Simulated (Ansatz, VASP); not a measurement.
# Ti2H: VASP beside Ansatz

```
Ti H
1.0
     4.22581    0.00000    0.00000
     0.00000    4.22581    0.00000
     0.00000    0.00000    4.22581
Ti H
4 2
Direct
  0.25000 0.75000 0.25000
  0.75000 0.25000 0.25000
  0.25000 0.25000 0.75000
  0.75000 0.75000 0.75000
  0.00000 0.00000 0.00000
  0.50000 0.50000 0.50000
```

Alike in both runs: functional r2SCAN; k mesh 10 × 10 × 10; occupations gaussian, width 0.1 eV; no spin polarisation.

Ansatz relaxed the structure, and its values are those at the end. VASP's run is a single point on that final structure, the one shown.

|  | VASP | Ansatz |
| --- | --- | --- |
| version | VASP 6.6.1 | Ansatz 0.2.0 |
| potentials or method | VASP PAW PBE potentials, release 64 (Ti_sv, H), cutoff 520 eV | scalar-relativistic, plane waves, PAW |
| valence electrons in the cell | 50 | 50 |

```tsv
	VASP	Ansatz	Ansatz less VASP
gap on the k mesh at the Fermi level (eV)	none	none	-
pressure (GPa)	0.5	0.0	-0.46
```

VASP's potentials were made for PBE, not for r2SCAN. A gap of «none» marks a metal or a gap that the smearing closes.
